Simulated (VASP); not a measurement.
Set up this calculation in VASP 6.6.1, as the native input.

* Task: single point
* Functional: PBE
* Potentials or basis: VASP PAW PBE potentials, release 64 (Ge_d)
* Cutoff: 520 eV
* k mesh: 12 × 12 × 12
* Occupations: gaussian, width 0.012 eV
* Spin: no spin polarisation
* Dipole correction: no
* Further INCAR settings: ALGO = Normal; EDIFF = 1e-06; NBANDS = 13

The structure of Ge lies in POSCAR:

```
Ge
1.0
   -1.6084200000      1.6084200000      1.8731800000
    1.6084200000     -1.6084200000      1.8731800000
    1.6084200000      1.6084200000     -1.8731800000
Ge
1
Direct
    0.5000000000      0.5000000000      0.0000000000
```

These files were run (other wordings do the same):

INCAR

```
ALGO = Normal ; EDIFF = 1E-6
ENCUT = 520 ; GGA = PE
ISIF = 2 ; ISMEAR = 0
LASPH = T ; LCHARG = F
LREAL = F ; LWAVE = F
NBANDS = 13 ; NELM = 80
PREC = Accurate ; SIGMA = 0.012
```

KPOINTS

```
k-points
0
Gamma
  12 12 12
```

Potentials or basis: VASP PAW PBE potentials, release 64 (Ge_d).

Command:

```sh
$ cat potpaw_PBE.64/Ge_d/POTCAR > POTCAR
$ mpirun -np 1 vasp_std > vasp.out
```

It gave:

| Item | Value |
| --- | --- |
| Pressure | 0.8 GPa |
| Band gap on the k mesh | zero (bands 7 and 8 overlap by 11.31 eV) |

It took 41 s on 1 thread of Intel Xeon 8259CL, on a shared host, peak memory 0.16 GiB.
